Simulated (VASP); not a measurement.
# Ir: single point with PBE

The system is Ir, a sheet with vacuum.

```
CELL_PARAMETERS angstrom
2.45184 0.00000 0.00000
0.00000 2.45184 0.00000
0.00000 0.00000 23.80000
ATOMIC_POSITIONS crystal
Ir 0.00000 0.00000 0.29412
```

```
Program                : VASP 6.6.1
Task                   : single point
Functional             : PBE
Potentials or basis    : VASP PAW PBE potentials, release 64 (Ir)
Cutoff                 : 520 eV
k mesh                 : 22 × 22 × 1
Occupations            : gaussian, width 0.1 eV
Spin                   : collinear spin, ferromagnetic start
Starting moments       : [0.4] μB
Dipole correction      : yes
Further INCAR settings : ALGO = Normal; EDIFF = 1e-06; NBANDS = 14
```

The net moment is 0.00 μB per cell and the valence electrons inside the program's atomic spheres are Ir 8.21.

Levels at points of the mesh, in eV from the Fermi level:
Spin up:
| k point | band 1 | band 2 | band 3 | band 4 | band 5 | band 6 | band 7 | band 8 |
| --- | --- | --- | --- | --- | --- | --- | --- | --- |
| (0.00, 0.00, 0.00) | -7.81 | -6.40 | -2.54 | 0.72 | 0.72 | 1.19 | 2.12 | 5.68 |
| (0.50, 0.00, 0.00) | -5.67 | -4.31 | -1.15 | -0.72 | 1.24 | 1.76 | 7.33 | 7.93 |
| (0.50, 0.50, 0.00) | -6.72 | -3.06 | -3.06 | 0.33 | 4.62 | 8.44 | 8.44 | 12.50 |
Spin down:
```tsv
k point	band 1	band 2	band 3	band 4	band 5	band 6	band 7	band 8	band 9
(0.00, 0.00, 0.00)	-7.81	-6.40	-2.54	0.72	0.72	1.19	2.12	5.68	6.06
(0.50, 0.00, 0.00)	-5.67	-4.31	-1.15	-0.72	1.24	1.76	7.33	7.93	10.83
(0.50, 0.50, 0.00)	-6.72	-3.06	-3.06	0.33	4.62	8.44	8.44	12.50	13.88
```

Run time: 4.6 min on 1 thread of Intel(R) Xeon(R) Platinum 8488C (Sapphire Rapids) (shared host), peak memory 0.43 GiB.

Caveat: spin-orbit coupling is left out, which moves the levels of the heavy elements.
